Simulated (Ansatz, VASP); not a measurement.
## One calculation of Fe, two programs

INCAR

```
SYSTEM = Fe
PREC     = Accurate       ! precision mode
ENCUT    = 520            ! plane-wave cutoff, eV
EDIFF    = 1E-6           ! SCF threshold, eV
ISMEAR   = -1             ! smearing method
SIGMA    = 0.06122561905347299 ! smearing width, eV
LREAL    = .FALSE.        ! projectors in reciprocal space
LASPH    = .TRUE.         ! aspherical terms in the spheres
NELM     = 150            ! most SCF steps
ALGO     = Normal         ! electronic algorithm
ISIF     = 2              ! what is computed and relaxed
LWAVE    = .FALSE.        ! write WAVECAR
LCHARG   = .TRUE.         ! write CHGCAR
ISPIN    = 2              ! spin polarisation
MAGMOM   = 2.5            ! initial moments
LORBIT   = 11             ! projections on sites
LMAXMIX  = 4              ! l up to which the mixer works
GGA      = PE             ! functional
LELF     = .TRUE.         ! ELF
LVHAR    = .TRUE.       
NBANDS   = 14             ! bands
```

File KPOINTS:

```
regular mesh
0
G
  24 24 24
  0 0 0
```

The input POSCAR:

```
Fe
1.0
   -1.4432614796      1.4432614796      1.4432614796
    1.4432614796     -1.4432614796      1.4432614796
    1.4432614796      1.4432614796     -1.4432614796
Fe
1
Direct
    0.0000000000      0.0000000000      0.0000000000
```

Input for Ansatz:

```yaml
crystal:
  atoms:
  - position: [0.0, 0.0, 0.0]
    spin: 2.5
    symbol: Fe
  lattice:
  - [-1.4432614796151522, 1.4432614796151522, 1.4432614796151522]
  - [1.4432614796151522, -1.4432614796151522, 1.4432614796151522]
  - [1.4432614796151522, 1.4432614796151522, -1.4432614796151522]
hamiltonian:
  dispersion: none
  pseudopotentials:
    kind: all_electron
    lapw: {}
    relativity: scalar
  xc: pbe
kpoints:
  mp_grid:
    grid: [24, 24, 24]
    shift: [0, 0, 0]
magnetization: {spin_polarized: true}
output: {forces: true, stress: true}
scf:
  occupations: {method: fermi_dirac, width: 0.06122561905347299}
```

Alike in both runs: task single point; functional PBE; k mesh 24 × 24 × 24; occupations fermi-dirac, width 0.0612256 eV; collinear spin.

|  | VASP | Ansatz |
| --- | --- | --- |
| version | VASP 6.6.1 | Ansatz 0.2 development build |
| potentials or method | VASP PAW PBE potentials, release 64 (Fe), cutoff 520 eV | all-electron full-potential LAPW, scalar-relativistic |

Ansatz gave:

- pressure (GPa): -9.7
- net moment per atom (μB): 2.26
- size of the moment on the site where the two differ most (μB): 2.32

Q: What did VASP give for the same quantities?

A: Pressure (GPa): -9.3; net moment per atom (μB): 2.29; size of the moment on the site where the two differ most (μB): 2.29.

Site moments also hang on the region over which each program counts them. Ansatz ran all-electron here, and VASP with PAW potentials.
